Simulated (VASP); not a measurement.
# Tl3I2 (P-3m1) in VASP: a series of runs

Runs on Tl3I2. Level: PBE. Tasks: single point, relaxation of cell and atoms.

All numbers are computed with VASP 6.6.1; they aren't measurements. Logs are shortened: lines on timing, memory, paths and dates and some standing lists are left out, and cuts for length are marked.

## (1) The cell of the first run

It takes space group P-3m1 (No. 164, trigonal). The conventional cell has a = 5.000 Å, b = 5.000 Å, c = 7.780 Å, α = 90.00°, β = 90.00°, γ = 120.00°. Tl (site symmetry -3m) has 6 I at 3.46 Å and 6 Tl at 4.00 Å within 4.5 Å. Within 4.0 Å of Tl (site symmetry 3m) lie 4 I at 3.01 to 3.11 Å and 6 Tl at 3.66 to 4.00 Å. I (site symmetry 3m) has 7 Tl at 3.01 to 3.46 Å within 4.0 Å.

## (2) Single point, PBE

INCAR

```
ALGO = Normal ; EDIFF = 1E-6
ENCUT = 500 ; GGA = PE
GGA_COMPAT = False ; ISIF = 2
ISMEAR = 0 ; LASPH = True
LCHARG = False ; LREAL = False
LWAVE = False ; NBANDS = 34
NELM = 120 ; PREC = Accurate
SIGMA = 0.1
```

KPOINTS

```
k-points
0
Gamma
  6 6 4
```

POSCAR

```
Tl3I2
1.0
    5.0002150374      0.0000000000      0.0000000000
   -2.5001075187      4.3303132467      0.0000000000
    0.0000000000      0.0000000000      7.7795223804
Tl I
3 2
Direct
    0.0000000000      0.0000000000      0.0000000000
    0.3333333333      0.6666666667      0.6450000000
    0.6666666667      0.3333333333      0.3550000000
    0.3333333333      0.6666666667      0.2450000000
    0.6666666667      0.3333333333      0.7550000000
```

Potentials or basis: VASP PAW PBE potentials, release 64 (Tl_d, I).

Started as:

```bash
$ cat potpaw_PBE.64/Tl_d/POTCAR potpaw_PBE.64/I/POTCAR > POTCAR
$ mpirun -np 1 vasp_std > vasp.out
```

OUTCAR:

```text
EDIFF = 1E-6
   ENCUT = 500
   GGA = PE
   ISIF = 2
   ISMEAR = 0
   LASPH = True
   LREAL = False
   NELM = 120
   PREC = Accurate

 ion  position               nearest neighbor table
   1  0.000  0.000  0.000-   4 3.46   5 3.46   4 3.46   5 3.46   5 3.46   4 3.46   2 4.00   3 4.00
                             2 4.00   3 4.00   2 4.00   3 4.00
   2  0.333  0.667  0.645-   5 3.01   5 3.01   5 3.01   4 3.11   3 3.66   3 3.66   3 3.66   1 4.00
                             1 4.00   1 4.00
   3  0.667  0.333  0.355-   4 3.01   4 3.01   4 3.01   5 3.11   2 3.66   2 3.66   2 3.66   1 4.00
                             1 4.00   1 4.00
   4  0.333  0.667  0.245-   3 3.01   3 3.01   3 3.01   2 3.11   1 3.46   1 3.46   1 3.46
   5  0.667  0.333  0.755-   2 3.01   2 3.01   2 3.01   3 3.11   1 3.46   1 3.46   1 3.46

  LATTYP: Found a hexagonal cell.
 ALAT       =     5.0002150374
 C/A-ratio  =     1.5558375634

  Lattice vectors:

 A1 = (   5.0002150374,   0.0000000000,   0.0000000000)
 A2 = (  -2.5001075187,   4.3303132467,   0.0000000000)
 A3 = (   0.0000000000,   0.0000000000,   7.7795223804)

Analysis of symmetry for initial positions (statically):
=====================================================================
 Subroutine PRICEL returns:
 Original cell was already a primitive cell.

 Routine SETGRP: Setting up the symmetry group for a
 hexagonal supercell.

 Subroutine GETGRP returns: Found 12 space group operations
 (whereof 12 operations were pure point group operations)
 out of a pool of 24 trial point group operations.

The static configuration has the point symmetry D_3d.

Analysis of symmetry for dynamics (positions and initial velocities):
=====================================================================
 Subroutine PRICEL returns:
 Original cell was already a primitive cell.

 Routine SETGRP: Setting up the symmetry group for a
 hexagonal supercell.

 Subroutine GETGRP returns: Found 12 space group operations
 (whereof 12 operations were pure point group operations)
 out of a pool of 24 trial point group operations.

The dynamic configuration has the point symmetry D_3d.

 Subroutine INISYM returns: Found 12 space group operations
 (whereof 12 operations are pure point group operations),
 and found     1 'primitive' translations

----------------------------------------------------------------------------------------

                                     Primitive cell

  volume of cell :     168.4461

  direct lattice vectors                    reciprocal lattice vectors
     5.000215037  0.000000000  0.000000000     0.199991399  0.115465088  0.000000000
    -2.500107519  4.330313247  0.000000000     0.000000000  0.230930176  0.000000000
     0.000000000  0.000000000  7.779522380     0.000000000  0.000000000  0.128542596

  length of vectors
     5.000215037  5.000215037  7.779522380     0.230930176  0.230930176  0.128542596

  position of ions in fractional coordinates (direct lattice)
     0.000000000  0.000000000  0.000000000
     0.333333333  0.666666667  0.645000000
     0.666666667  0.333333333  0.355000000
     0.333333333  0.666666667  0.245000000
     0.666666667  0.333333333  0.755000000

  ion indices of the primitive-cell ions
   primitive index   ion index
                 1           1
                 2           2
                 3           3
                 4           4
                 5           5

----------------------------------------------------------------------------------------

 KPOINTS: k-points

Automatic generation of k-mesh.
 Grid dimensions read from file:
 generate k-points for:    6    6    4

 Generating k-lattice:

  Cartesian coordinates                     Fractional coordinates (reciprocal lattice)
     0.033331900  0.019244181  0.000000000     0.166666667  0.000000000  0.000000000
     0.000000000  0.038488363  0.000000000     0.000000000  0.166666667  0.000000000
     0.000000000  0.000000000  0.032135649     0.000000000  0.000000000  0.250000000

  Length of vectors
     0.038488363  0.038488363  0.032135649

  Shift w.r.t. Gamma in fractional coordinates (k-lattice)
     0.000000000  0.000000000  0.000000000

 Subroutine IBZKPT returns following result:
 ===========================================

 Found     24 irreducible k-points:

 Following reciprocal coordinates:
            Coordinates               Weight
  0.000000  0.000000  0.000000      1.000000
  0.166667  0.000000  0.000000      6.000000
  0.333333  0.000000  0.000000      6.000000
  0.500000  0.000000  0.000000      3.000000
  0.166667  0.166667  0.000000      6.000000
  0.333333  0.166667  0.000000     12.000000
[... 16 lines left out ...]
  0.333333  0.166667  0.500000     12.000000
  0.333333  0.333333  0.500000      2.000000
   k-points           NKPTS =     24   k-points in BZ     NKDIM =     24   number of bands    NBANDS=     34
   number of dos      NEDOS =    301   number of ions     NIONS =      5
   total plane-waves  NPLWV =  77760
   dimension x,y,z NGX =    36 NGY =   36 NGZ =   60
   dimension x,y,z NGXF=    72 NGYF=   72 NGZF=  120
   ions per type =               3   2
   NGX,Y,Z   is equivalent  to a cutoff of  11.97, 11.97, 12.82 a.u.
   NGXF,Y,Z  is equivalent  to a cutoff of  23.94, 23.94, 25.64 a.u.
 SYSTEM =  unknown system
   PREC   = accura    normal or accurate (medium, high low for compatibility)
   ISTART =      0    job   : 0-new  1-cont  2-samecut
   ICHARG =      2    charge: 1-file 2-atom 10-const
   ISPIN  =      1    spin polarized calculation?
   LNONCOLLINEAR =      F non collinear calculations
   LSORBIT =      F    spin-orbit coupling
   LASPH  =      T    aspherical Exc in radial PAW
   ENCUT  =  500.0 eV  36.75 Ry    6.06 a.u.   9.12  9.12 14.18*2*pi/ulx,y,z
   NELM   =    120;   NELMIN=  2; NELMDL= -5     # of ELM steps
   EDIFF  = 0.1E-05   stopping-criterion for ELM
   LREAL  =      F    real-space projection
   EDIFFG = 0.1E-04   stopping-criterion for IOM
   NSW    =      0    number of steps for IOM
   IBRION =     -1    ionic relax: 0-MD 1-quasi-New 2-CG
   NFREE  =      0    steps in history (QN), initial steepest desc. (CG)
   ISIF   =      2    stress and relaxation
   ISYM   =      2    0-nonsym 1-usesym 2-fastsym
   POTIM  = 0.5000    time-step for ionic-motion
   TEBEG  =    0.0;   TEEND  =   0.0 temperature during run
   PSTRESS=    0.0 pullay stress
   NELECT =      53.0000    total number of electrons
   NUPDOWN=      -1.0000    fix difference up-down
   EMIN   =  10.00;   EMAX   =-10.00  energy-range for DOS
   EFERMI =   0.00;   METHOD = LEGACY
   ISMEAR =     0;   SIGMA  =   0.10  broadening in eV -4-tet -1-fermi 0-gaus
   EFERMI_NEDOS =   21; number of points for ismear=-14 and -15
   IALGO  =     38    algorithm
   IMIX   =      4    mixing-type and parameters
     AMIX     =   0.40;   BMIX     =  1.00
     AMIX_MAG =   1.60;   BMIX_MAG =  1.00
  volume/ion in A,a.u.               =      33.69       227.35
  Fermi-wavevector in a.u.,A,eV,Ry     =   1.113473  2.104159 16.868813  1.239823
  Thomas-Fermi vector in A             =   2.250058
   LORBIT       =      0    0 simple, 1 ext, 2 COOP (PROOUT), +10 PAW based schemes
   GGA     = PE    functional components
   LHFCALC =     F    Hartree Fock is set to
   AEXX    =    0.0000 exact exchange contribution
   IVDW    =     0    specifies the selected vdW correction
   LEPSILON=     F    determine dielectric tensor
   LRPA    =     F    only Hartree local field effects (RPA)
 non-spin polarized calculation
 Gauss-broadening in eV      SIGMA  =   0.10
  energy-cutoff  :      500.00
  volume of cell :      168.45
 maximum number of plane-waves:      4317
   NGX = 19   NGY = 19   NGZ = 29

 number of electron      53.0000015 magnetization

 Free energy of the ion-electron system (eV)
  ---------------------------------------------------
  ext. energy  EPLUGINS =         0.00000000
  ---------------------------------------------------
  free energy    TOTEN  =        -9.44775606 eV

  energy without entropy =       -9.42957185  energy(sigma->0) =       -9.43866396

 E-fermi :   6.6164     XC(G=0):  -9.1018

 val. band max:        6.6079847972   @ k =   0.1667   0.1667   0.0000
 cond. band min:       6.6242441765   @ k =   0.0000   0.0000   0.5000
 fundamental gap:      0.0162593793
 Fermi energy:         6.6163741588

 k-point     1 :       0.0000    0.0000    0.0000
  band No.  band energies     occupation
      1      -8.5624      2.00000
      2      -8.3070      2.00000
      3      -5.8675      2.00000
      4      -5.8675      2.00000
      5      -5.8564      2.00000
      6      -5.8564      2.00000
[... 26 lines left out ...]
     33       9.8328      0.00000
     34       9.8328      0.00000

 k-point     2 :       0.1667    0.0000    0.0000
  band No.  band energies     occupation
      1      -8.5072      2.00000
      2      -8.2960      2.00000
      3      -5.8658      2.00000
      4      -5.8490      2.00000
      5      -5.8285      2.00000
      6      -5.8094      2.00000
[... 26 lines left out ...]
     33       9.2633      0.00000
     34       9.7217      0.00000

 k-point     3 :       0.3333    0.0000    0.0000
  band No.  band energies     occupation
      1      -8.3896      2.00000
      2      -8.2803      2.00000
      3      -5.8356      2.00000
      4      -5.7960      2.00000
      5      -5.7919      2.00000
      6      -5.7762      2.00000
[... 26 lines left out ...]
     33       9.6886      0.00000
     34      10.3299      0.00000
[... 704 lines left out ...]
 k-point    23 :       0.3333    0.1667    0.5000
  band No.  band energies     occupation
      1      -8.3122      2.00000
      2      -8.2799      2.00000
      3      -5.8234      2.00000
      4      -5.7901      2.00000
      5      -5.7733      2.00000
      6      -5.7553      2.00000
[... 26 lines left out ...]
     33      10.2931      0.00000
     34      10.4481      0.00000

 k-point    24 :       0.3333    0.3333    0.5000
  band No.  band energies     occupation
      1      -8.2798      2.00000
      2      -8.2798      2.00000
      3      -5.7999      2.00000
      4      -5.7747      2.00000
      5      -5.7747      2.00000
      6      -5.7715      2.00000
[... 26 lines left out ...]
     33      10.4425      0.00000
     34      10.4596      0.00000

------------------------ aborting loop because EDIFF is reached ----------------------------------------

  FORCE on cell =-STRESS in cart. coord.  units (eV):
  Direction    XX          YY          ZZ          XY          YZ          ZX
  --------------------------------------------------------------------------------------
  -------------------------------------------------------------------------------------
  Total       11.5844088     11.5844088      9.9649424      0.0000000      0.0000000     -0.0000000
  in kB      110.1852672    110.1852672     94.7816891      0.0000000      0.0000000     -0.0000000
  external PRESSURE =     105.0507411 kB  Pullay stress =       0.0000000 kB

 VOLUME and BASIS-vectors are now :
 -----------------------------------------------------------------------------
  energy-cutoff  :      500.00
  volume of cell :      168.45
      direct lattice vectors                 reciprocal lattice vectors
     5.000215037  0.000000000  0.000000000     0.199991399  0.115465088  0.000000000
    -2.500107519  4.330313247  0.000000000     0.000000000  0.230930176  0.000000000
     0.000000000  0.000000000  7.779522380     0.000000000  0.000000000  0.128542596

 POSITION                                       TOTAL-FORCE (eV/Angst)
 -----------------------------------------------------------------------------------
      0.00000      0.00000      0.00000        -0.000000      0.000000      0.000000
     -0.00000      2.88688      5.01779         0.000000      0.000000     -0.011325
      2.50011      1.44344      2.76173         0.000000     -0.000000      0.011325
     -0.00000      2.88688      1.90598        -0.000000      0.000000     -1.526196
      2.50011      1.44344      5.87354        -0.000000     -0.000000      1.526196
 -----------------------------------------------------------------------------------
    total drift:                               -0.000000     -0.000000     -0.000000

  FREE ENERGIE OF THE ION-ELECTRON SYSTEM (eV)
  ---------------------------------------------------
  free  energy   TOTEN  =        -9.4477560642 eV

  energy  without entropy=       -9.4295718502  energy(sigma->0) =       -9.43866396
```

It took 50 s on 1 thread of Intel Xeon 6975P-C (Granite Rapids), shared host; peak memory 0.32 GiB.

What came out:

- Free energy: -9.4478 eV
- Pressure: 10.5 GPa
- Largest force: 1.526 eV/Å
- Band gap on the k mesh: zero (an odd number of electrons rules out a gap without spin polarisation)

Forces in eV/Å, atoms in the order of the input:
```
Tl   0.000  0.000  0.000
Tl   0.000  0.000 -0.011
Tl   0.000  0.000  0.011
I    0.000  0.000 -1.526
I    0.000  0.000  1.526
```

Caveat: the cell stands under pressure; spin-orbit coupling is left out, which moves the levels of the heavy elements; an odd number of electrons without spin polarisation forces a metal; a magnetic or distorted state may lie lower.

(Part 1 of 2 ends here.)
